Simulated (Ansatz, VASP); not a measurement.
# Ba: VASP beside Ansatz

```
Ba
1.0
    -2.50650    2.50650    2.50650
     2.50650   -2.50650    2.50650
     2.50650    2.50650   -2.50650
Ba
1
Direct
  0.00000 0.00000 0.00000
```

Alike in both runs: functional LDA; k mesh 8 × 8 × 8; occupations tetrahedron; non-collinear spin, spin-orbit coupling.

```csv
,VASP,Ansatz
version,VASP 6.6.1,Ansatz 0.2.0
potentials or method,"VASP PAW LDA potentials, release 64 (Ba_sv), cutoff 520 eV",PseudoDojo standard (PBE files)
valence electrons in the cell,10,10
task,single point,atomic charges
```

```tsv
	VASP	Ansatz	Ansatz less VASP
net moment per atom (μB)	0.00	0.00	0.000
```

LDA's correlation is that of Perdew and Zunger in VASP and of Perdew and Wang (1992) in Ansatz.
